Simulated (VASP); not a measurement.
V:

```
V
1.0
    -1.51435    1.51435    1.51435
     1.51435   -1.51435    1.51435
     1.51435    1.51435   -1.51435
V
1
Cartesian
  0.0000 0.0000 0.0000
```

- Program: VASP 6.6.1
- Task: relaxation of cell and atoms
- Functional: PBE-based screened hybrid with 25 % exact exchange
- Potentials or basis: VASP PAW PBE potentials, release 64 (V_sv)
- Cutoff: 600 eV
- k mesh: 6 × 6 × 6
- Occupations: fermi-dirac, width 0.05 eV
- Spin: collinear spin, ferromagnetic start
- Starting moments: [2.0] μB

At the start: pressure -6.8 GPa; volume 13.89 Å³/atom.

Where does the relaxation end?

Over 3 steps the energy falls by 12.2 meV/atom and the volume is 13.36 Å³/atom (-3.8 %); space group Im-3m (No. 229, to 0.1 Å) before and after; moment 0.78 μB per cell.

The path:
```csv
step,energy change (eV),largest force (eV/Å),pressure (GPa),volume (Å³)
1,0.0000,0.0000,-6.80,13.89
2,0.0063,0.0000,9.81,12.74
3,-0.0122,0.0000,0.10,13.36
```

Final structure:
```yaml
crystal:
  lattice:
    - [-1.49483, 1.49483, 1.49483]
    - [1.49483, -1.49483, 1.49483]
    - [1.49483, 1.49483, -1.49483]
  atoms:
    - { symbol: V, position: [0.00000, 0.00000, 0.00000] }
```

Caveat: the k points lie up to 0.50 Å⁻¹ apart in the final cell; the PAW data sets were made with another functional, which shifts forces and pressure a little.
